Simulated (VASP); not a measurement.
Write the native input for VASP 6.6.1 that does the following.

```
Task                   : single point
Functional             : PBEsol
Potentials or basis    : VASP PAW PBE potentials, release 64 (Zn, O)
Cutoff                 : 520 eV
k mesh                 : 12 × 12 × 6
Occupations            : gaussian, width 0.02 eV
Spin                   : no spin polarisation
Dipole correction      : no
Further INCAR settings : ALGO = Normal; EDIFF = 1e-06; NBANDS = 26
```

The structure of ZnO lies in POSCAR:

```
ZnO
1.0
    3.2519037716      0.0000000000      0.0000000000
   -1.6259518858      2.8162312769      0.0000000000
    0.0000000000      0.0000000000      5.1097940988
Zn O
2 2
Direct
    0.6666666665      0.3333333335      0.4970128748
    0.3333333335      0.6666666665     -0.0029871252
    0.6666666668      0.3333333332      0.8832971252
    0.3333333332      0.6666666668      0.3832971252
```

These files were run (other wordings do the same):

INCAR

```
SYSTEM = ZnO
  PREC = Accurate
  ENCUT = 520
  EDIFF = 1E-6
  ISMEAR = 0
  SIGMA = 0.02
  LREAL = .FALSE.
  LASPH = .TRUE.
  NELM = 60
  ALGO = Normal
  ISIF = 2
  LWAVE = .FALSE.
  LCHARG = .TRUE.
  GGA = PS
  LELF = .TRUE.
  LVHAR = .TRUE.
  NBANDS = 26
```

KPOINTS

```
regular mesh
0
G
  12 12 6
  0 0 0
```

Potentials or basis: VASP PAW PBE potentials, release 64 (Zn, O).

The run is started by

```bash
$ cat potpaw_PBE.64/Zn/POTCAR potpaw_PBE.64/O/POTCAR > POTCAR
$ mpirun -np 1 vasp_std > vasp.out
```

It gave:

```
Pressure               : 1.6 GPa
Largest force          : 0.004 eV/Å
Band gap on the k mesh : 0.73 eV
```

Caveat: semilocal functionals underestimate gaps, and a narrow one can read as zero; the PAW data sets were made with another functional, which shifts forces and pressure a little.

Run time: 94 s on 1 thread of Intel Xeon 8259CL, on a shared host, peak memory 0.21 GiB.
